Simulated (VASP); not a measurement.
Write the native input for VASP 6.6.1 that does the following.

- Task: single point
- Functional: PBE
- Potentials or basis: VASP PAW PBE potentials, release 64 (Ge_d, P)
- Cutoff: 520 eV
- k mesh: 4 × 4 × 6
- Occupations: gaussian, width 0.1 eV
- Spin: no spin polarisation
- Dipole correction: no
- Further INCAR settings: ALGO = Normal; EDIFF = 1e-07; NBANDS = 25

The structure of GeP4 lies in POSCAR:

```
GeP4
1.0
    3.8196040235     -3.4399672857      0.0000000000
    3.8196040235      3.4399672857      0.0000000000
    0.0000000000      0.0000000000      3.3883972006
Ge P
1 4
Direct
    0.0000000000      0.0000000000      0.0000000000
    0.7223513410      0.2776486590      0.5000000000
    0.2776486590      0.7223513410      0.5000000000
    0.3509466422      0.3509466422      0.0000000000
    0.6490533578      0.6490533578      0.0000000000
```

These files were run (other wordings do the same):

INCAR

```
SYSTEM = GeP4
  PREC = Accurate
  ENCUT = 520
  EDIFF = 1E-7
  ISMEAR = 0
  SIGMA = 0.1
  LREAL = .False.
  LASPH = .True.
  NELM = 60
  ALGO = Normal
  ISIF = 2
  LWAVE = .False.
  LCHARG = .False.
  GGA = PE
  NBANDS = 25
```

KPOINTS

```
regular mesh
0
Gamma
  4 4 6
  0 0 0
```

Potentials or basis: VASP PAW PBE potentials, release 64 (Ge_d, P).

Run with:

```console
$ cat potpaw_PBE.64/Ge_d/POTCAR potpaw_PBE.64/P/POTCAR > POTCAR
$ mpirun -np 1 vasp_std > vasp.out
```

Results of the run:

| Quantity | Value |
| --- | --- |
| Pressure | -0.1 GPa |
| Largest force | 0.048 eV/Å |
| Band gap on the k mesh | zero (band 17 reaches 8.04 eV, above the bottom of band 18 at 5.70 eV) |

Wall time 45 s on 1 thread of Intel(R) Xeon(R) Platinum 8259CL CPU @ 2.50GHz (Skylake/Cascade Lake), with other jobs on the host, peak memory 0.22 GiB.
